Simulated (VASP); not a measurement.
# WC in VASP: single point with PBE

Aim: the single point of WC with PBE.

Everything below comes from runs of VASP 6.6.1. Logs are shortened: lines on timing, memory, paths and dates and some standing lists are left out, and cuts for length are marked.

## Step 1: The cell of the first run

The cell holds a slab with vacuum, 16 atoms: a = 5.801 Å, b = 5.801 Å, c = 15.252 Å, α = 90.00°, β = 90.00°, γ = 120.00°.

## Step 2: Single point, PBE

INCAR reads:

```
SYSTEM = WC
ALGO = Normal
EDIFF = 1E-6
ENCUT = 520
GGA = PE
ISIF = 2
ISMEAR = -1
LASPH = .TRUE.
LCHARG = .FALSE.
LREAL = Auto
LWAVE = .FALSE.
NBANDS = 86
NELM = 60
PREC = Accurate
SIGMA = 0.1
```

KPOINTS reads:

```
k-points
0
G
  2 2 1
  0 0 0
```

POSCAR reads:

```
WC
1.0
    5.8014000000      0.0000000000      0.0000000000
   -2.9007000000      5.0241600000      0.0000000000
    0.0000000000      0.0000000000     15.2518850000
W C
8 8
Direct
    0.0000000000      0.0000000000      0.0655656661
   -0.0169337109     -0.0003582688      0.2540210603
   -0.0000066282      0.5000039808      0.0655656661
   -0.0258092537      0.4825284227      0.2592728702
    0.5000000000      0.0000000000      0.0655656661
    0.4757982818      0.0017913442      0.2531621501
    0.5000106090      0.5000039808      0.0655656661
    0.4715386145      0.4925997580      0.2533850734
    0.3377492213      0.1859614343      0.1522106940
    0.3101295459      0.1939826757      0.3310541615
    0.2983989770      0.6617822681      0.1492208996
    0.2958178758      0.6900257954      0.3226617562
    0.8114260198      0.1519657017      0.1516337161
    0.8166441004      0.1587130983      0.3316704788
    0.8462885136      0.6722715837      0.1565576976
    0.8131373355      0.6686092800      0.3238616079
```

Potentials or basis: VASP PAW PBE potentials, release 64 (W_sv, C).

The run is started by

```
cat potpaw_PBE.64/W_sv/POTCAR potpaw_PBE.64/C/POTCAR > POTCAR
mpirun -np 1 vasp_std > vasp.out
```

OUTCAR:

```text
SYSTEM = WC
   EDIFF = 1E-6
   ENCUT = 520
   GGA = PE
   ISIF = 2
   ISMEAR = -1
   LASPH = .TRUE.
   LREAL = Auto
   NELM = 60
   PREC = Accurate

 ion  position               nearest neighbor table
   1  0.000  0.000  0.066-   9 2.15  15 2.15  13 2.16   2 2.88   3 2.90   7 2.90   5 2.90   5 2.90
                             7 2.90   3 2.90
   2  0.983  1.000  0.254-  16 1.98  14 2.02  10 2.03  15 2.22  13 2.26   9 2.36   4 2.83   8 2.85
                             6 2.85   1 2.88   6 2.95   8 2.95   4 2.98
   3  1.000  0.500  0.066-  11 1.97  15 2.15  13 2.19   7 2.90   1 2.90   5 2.90   5 2.90   1 2.90
                             7 2.90   4 2.96
   4  0.974  0.483  0.259-  12 1.90  14 1.97  16 2.00  15 2.24  13 2.34  11 2.34   2 2.83   6 2.84
                             8 2.86   8 2.95   3 2.96   6 2.96   2 2.98
   5  0.500  0.000  0.066-  13 2.04  11 2.13   9 2.19   6 2.86   3 2.90   7 2.90   1 2.90   1 2.90
                             7 2.90   3 2.90
   6  0.476  0.002  0.253-  12 1.90  14 2.09  10 2.16   9 2.24  13 2.29  11 2.33   4 2.84   2 2.85
                             8 2.86   5 2.86   8 2.94   2 2.95   4 2.96
   7  0.500  0.500  0.066-   9 2.06  15 2.23  11 2.23   8 2.87   3 2.90   1 2.90   5 2.90   5 2.90
                             1 2.90   3 2.90
   8  0.472  0.493  0.253-  10 1.91  16 2.03  12 2.15   9 2.18  11 2.34  15 2.39   2 2.85   4 2.86
                             6 2.86   7 2.87   6 2.94   4 2.95   2 2.95
   9  0.338  0.186  0.152-   7 2.06   1 2.15   8 2.18   5 2.19   6 2.24   2 2.36
  10  0.310  0.194  0.331-   8 1.91   2 2.03   6 2.16
  11  0.298  0.662  0.149-   3 1.97   5 2.13   7 2.23   6 2.33   4 2.34   8 2.34
  12  0.296  0.690  0.323-   6 1.90   4 1.90   8 2.15
  13  0.811  0.152  0.152-   5 2.04   1 2.16   3 2.19   2 2.26   6 2.29   4 2.34
  14  0.817  0.159  0.332-   4 1.97   2 2.02   6 2.09
  15  0.846  0.672  0.157-   3 2.15   1 2.15   2 2.22   7 2.23   4 2.24   8 2.39
  16  0.813  0.669  0.324-   2 1.98   4 2.00   8 2.03

  LATTYP: Found a hexagonal cell.
 ALAT       =     5.8014000000
 C/A-ratio  =     2.6290007584

  Lattice vectors:

 A1 = (   5.8014000000,   0.0000000000,   0.0000000000)
 A2 = (  -2.9007000000,   5.0241600000,   0.0000000000)
 A3 = (   0.0000000000,   0.0000000000,  15.2518850000)

Analysis of symmetry for initial positions (statically):
=====================================================================
 Subroutine PRICEL returns:
 Original cell was already a primitive cell.

 Routine SETGRP: Setting up the symmetry group for a
 hexagonal supercell.

 Subroutine GETGRP returns: Found  1 space group operations
 (whereof  1 operations were pure point group operations)
 out of a pool of 24 trial point group operations.

The static configuration has the point symmetry C_1 .

Analysis of symmetry for dynamics (positions and initial velocities):
=====================================================================
 Subroutine PRICEL returns:
 Original cell was already a primitive cell.

 Routine SETGRP: Setting up the symmetry group for a
 hexagonal supercell.

 Subroutine GETGRP returns: Found  1 space group operations
 (whereof  1 operations were pure point group operations)
 out of a pool of 24 trial point group operations.

The dynamic configuration has the point symmetry C_1 .

 Subroutine INISYM returns: Found  1 space group operations
 (whereof  1 operations are pure point group operations),
 and found     1 'primitive' translations

----------------------------------------------------------------------------------------

                                     Primitive cell

  volume of cell :     444.5492

  direct lattice vectors                    reciprocal lattice vectors
     5.801400000  0.000000000  0.000000000     0.172372186  0.099519124  0.000000000
    -2.900700000  5.024160000  0.000000000     0.000000000  0.199038247  0.000000000
     0.000000000  0.000000000 15.251885000     0.000000000  0.000000000  0.065565666

  length of vectors
     5.801400000  5.801400193 15.251885000     0.199038254  0.199038247  0.065565666

  position of ions in fractional coordinates (direct lattice)
     0.000000000  0.000000000  0.065565666
     0.983066289  0.999641731  0.254021060
     0.999993372  0.500003981  0.065565666
     0.974190746  0.482528423  0.259272870
     0.500000000  0.000000000  0.065565666
     0.475798282  0.001791344  0.253162150
[... 8 lines left out ...]
     0.846288514  0.672271584  0.156557698
     0.813137336  0.668609280  0.323861608

  ion indices of the primitive-cell ions
   primitive index   ion index
                 1           1
                 2           2
                 3           3
                 4           4
                 5           5
                 6           6
[... 8 lines left out ...]
                15          15
                16          16

----------------------------------------------------------------------------------------

 KPOINTS: k-points

Automatic generation of k-mesh.
 Grid dimensions read from file:
 generate k-points for:    2    2    1

 Generating k-lattice:

  Cartesian coordinates                     Fractional coordinates (reciprocal lattice)
     0.086186093  0.049759562  0.000000000     0.500000000  0.000000000  0.000000000
     0.000000000  0.099519124  0.000000000     0.000000000  0.500000000  0.000000000
     0.000000000  0.000000000  0.065565666     0.000000000  0.000000000  1.000000000

  Length of vectors
     0.099519127  0.099519124  0.065565666

  Shift w.r.t. Gamma in fractional coordinates (k-lattice)
     0.000000000  0.000000000  0.000000000

 Subroutine IBZKPT returns following result:
 ===========================================

 Found      4 irreducible k-points:

 Following reciprocal coordinates:
            Coordinates               Weight
  0.000000  0.000000  0.000000      1.000000
  0.500000 -0.000000  0.000000      1.000000
  0.000000  0.500000  0.000000      1.000000
  0.500000  0.500000  0.000000      1.000000
   k-points           NKPTS =      4   k-points in BZ     NKDIM =      4   number of bands    NBANDS=     86
   number of dos      NEDOS =    301   number of ions     NIONS =     16
   total plane-waves  NPLWV = 276480
   dimension x,y,z NGX =    48 NGY =   48 NGZ =  120
   dimension x,y,z NGXF=    96 NGYF=   96 NGZF=  240
   ions per type =               8   8
   NGX,Y,Z   is equivalent  to a cutoff of  13.75, 13.75, 13.08 a.u.
   NGXF,Y,Z  is equivalent  to a cutoff of  27.51, 27.51, 26.16 a.u.
 SYSTEM =  WC
   PREC   = accura    normal or accurate (medium, high low for compatibility)
   ISTART =      0    job   : 0-new  1-cont  2-samecut
   ICHARG =      2    charge: 1-file 2-atom 10-const
   ISPIN  =      1    spin polarized calculation?
   LNONCOLLINEAR =      F non collinear calculations
   LSORBIT =      F    spin-orbit coupling
   LASPH  =      T    aspherical Exc in radial PAW
   ENCUT  =  520.0 eV  38.22 Ry    6.18 a.u.  10.79 10.79 28.36*2*pi/ulx,y,z
   NELM   =     60;   NELMIN=  2; NELMDL= -5     # of ELM steps
   EDIFF  = 0.1E-05   stopping-criterion for ELM
   LREAL  =      T    real-space projection
   EDIFFG = 0.1E-04   stopping-criterion for IOM
   NSW    =      0    number of steps for IOM
   IBRION =     -1    ionic relax: 0-MD 1-quasi-New 2-CG
   NFREE  =      0    steps in history (QN), initial steepest desc. (CG)
   ISIF   =      2    stress and relaxation
   ISYM   =      2    0-nonsym 1-usesym 2-fastsym
   POTIM  = 0.5000    time-step for ionic-motion
   TEBEG  =    0.0;   TEEND  =   0.0 temperature during run
   PSTRESS=    0.0 pullay stress
   NELECT =     144.0000    total number of electrons
   NUPDOWN=      -1.0000    fix difference up-down
   EMIN   =  10.00;   EMAX   =-10.00  energy-range for DOS
   EFERMI =   0.00;   METHOD = LEGACY
   ISMEAR =    -1;   SIGMA  =   0.10  broadening in eV -4-tet -1-fermi 0-gaus
   EFERMI_NEDOS =   21; number of points for ismear=-14 and -15
   IALGO  =     38    algorithm
   IMIX   =      4    mixing-type and parameters
     AMIX     =   0.40;   BMIX     =  1.00
     AMIX_MAG =   1.60;   BMIX_MAG =  1.00
  volume/ion in A,a.u.               =      27.78       187.50
  Fermi-wavevector in a.u.,A,eV,Ry     =   1.124318  2.124652 17.198994  1.264090
  Thomas-Fermi vector in A             =   2.260989
   LORBIT       =      0    0 simple, 1 ext, 2 COOP (PROOUT), +10 PAW based schemes
   GGA     = PE    functional components
   LHFCALC =     F    Hartree Fock is set to
   AEXX    =    0.0000 exact exchange contribution
   IVDW    =     0    specifies the selected vdW correction
   LEPSILON=     F    determine dielectric tensor
   LRPA    =     F    only Hartree local field effects (RPA)
 non-spin polarized calculation
  energy-cutoff  :      520.00
  volume of cell :      444.55
 maximum number of plane-waves:     11988
 NGX is ok and might be reduce to    48
   NGX = 21   NGY = 21   NGZ = 57

 number of electron     143.9999997 magnetization

 Free energy of the ion-electron system (eV)
  ---------------------------------------------------
  ext. energy  EPLUGINS =         0.00000000
  ---------------------------------------------------
  free energy    TOTEN  =      -161.74131899 eV

  energy without entropy =     -161.50196383  energy(sigma->0) =     -161.62164141

 E-fermi :   0.8610     XC(G=0):  -6.4319

 val. band max:        0.8262276047   @ k =   0.0000   0.0000   0.0000
 cond. band min:       0.9646375507   @ k =   0.0000   0.0000   0.0000
 fundamental gap:      0.1384099460
 Fermi energy:         0.8610348670

 k-point     1 :       0.0000    0.0000    0.0000
  band No.  band energies     occupation
      1     -73.2630      2.00000
      2     -73.2133      2.00000
      3     -73.2036      2.00000
      4     -73.1909      2.00000
      5     -73.0249      2.00000
      6     -72.9720      2.00000
[... 76 lines left out ...]
     83       3.9029      0.00000
     84       3.9747      0.00000

 k-point     2 :       0.5000   -0.0000    0.0000
  band No.  band energies     occupation
      1     -73.2406      2.00000
      2     -73.2289      2.00000
      3     -73.2074      2.00000
      4     -73.1940      2.00000
      5     -73.0067      2.00000
      6     -72.9785      2.00000
[... 76 lines left out ...]
     83       2.9433      0.00000
     84       3.1063      0.00000

 k-point     3 :       0.0000    0.5000    0.0000
  band No.  band energies     occupation
      1     -73.2423      2.00000
      2     -73.2247      2.00000
      3     -73.2114      2.00000
      4     -73.1926      2.00000
      5     -73.0069      2.00000
      6     -72.9801      2.00000
[... 76 lines left out ...]
     83       2.8749      0.00000
     84       2.9233      0.00000

 k-point     4 :       0.5000    0.5000    0.0000
  band No.  band energies     occupation
      1     -73.2380      2.00000
      2     -73.2334      2.00000
      3     -73.2036      2.00000
      4     -73.1959      2.00000
      5     -73.0032      2.00000
      6     -72.9889      2.00000
[... 76 lines left out ...]
     83       3.0080      0.00000
     84       3.1442      0.00000
 [bands above 84 left out]

------------------------ aborting loop because EDIFF is reached ----------------------------------------

  FORCE on cell =-STRESS in cart. coord.  units (eV):
  Direction    XX          YY          ZZ          XY          YZ          ZX
  --------------------------------------------------------------------------------------
  -------------------------------------------------------------------------------------
  Total        8.1163454     11.9227015      2.8813493      3.1204083     -2.3523590      5.7456437
  in kB       29.2517134     42.9700105     10.3845263     11.2461070     -8.4780191     20.7075863
  external PRESSURE =      27.5354167 kB  Pullay stress =       0.0000000 kB

 VOLUME and BASIS-vectors are now :
 -----------------------------------------------------------------------------
  energy-cutoff  :      520.00
  volume of cell :      444.55
      direct lattice vectors                 reciprocal lattice vectors
     5.801400000  0.000000000  0.000000000     0.172372186  0.099519124  0.000000000
    -2.900700000  5.024160000  0.000000000     0.000000000  0.199038247  0.000000000
     0.000000000  0.000000000 15.251885000     0.000000000  0.000000000  0.065565666

 POSITION                                       TOTAL-FORCE (eV/Angst)
 -----------------------------------------------------------------------------------
      0.00000      0.00000      1.00000        -0.334242     -0.265848      0.362964
      2.80350      5.02236      3.87430        -0.075817     -0.235387      0.214056
      4.35100      2.51210      1.00000        -1.331355     -0.532233     -0.263463
      4.25200      2.42430      3.95440        -1.242641      0.663619     -2.494943
      2.90070      0.00000      1.00000        -0.811601     -0.012645     -0.236226
      2.75510      0.00900      3.86120         0.914145      1.203619      0.169083
[... 8 lines left out ...]
      2.95960      3.37760      2.38780        -1.314251     -0.430477     -1.286203
      2.77790      3.35920      4.93950        -0.600904     -0.298524      0.830771
 -----------------------------------------------------------------------------------
    total drift:                                0.002352      0.010215      0.002777

  FREE ENERGIE OF THE ION-ELECTRON SYSTEM (eV)
  ---------------------------------------------------
  free  energy   TOTEN  =      -161.7413189854 eV

  energy  without entropy=     -161.5019638296  energy(sigma->0) =     -161.62164141
```

Run time: 11 min. Hardware: 1 thread of Intel Xeon 8259CL, shared host; peak memory 0.61 GiB.

What came out:

```
Free energy            : -161.7413 eV
Largest force          : 2.865 eV/Å
Band gap on the k mesh : zero (bands 72 and 73 overlap by 0.42 eV)
```

Forces in eV/Å, atoms in the order of the input:
```
W   -0.334 -0.266  0.363
W   -0.076 -0.235  0.214
W   -1.331 -0.532 -0.263
W   -1.243  0.664 -2.495
W   -0.812 -0.013 -0.236
W    0.914  1.204  0.169
W   -0.281  0.725  0.151
W    0.558  2.179 -0.009
C   -0.180 -1.270 -0.149
C    0.669 -1.498 -0.078
C    2.463  0.514  0.878
C    1.849 -0.788  2.007
C    0.767  0.567  0.069
C   -1.048 -0.521 -0.164
C   -1.314 -0.430 -1.286
C   -0.601 -0.299  0.831
```

Caveat: the k points lie up to 0.63 Å⁻¹ apart; the atoms stand as in a frame of molecular dynamics; spin-orbit coupling is left out, which moves the levels of the heavy elements.
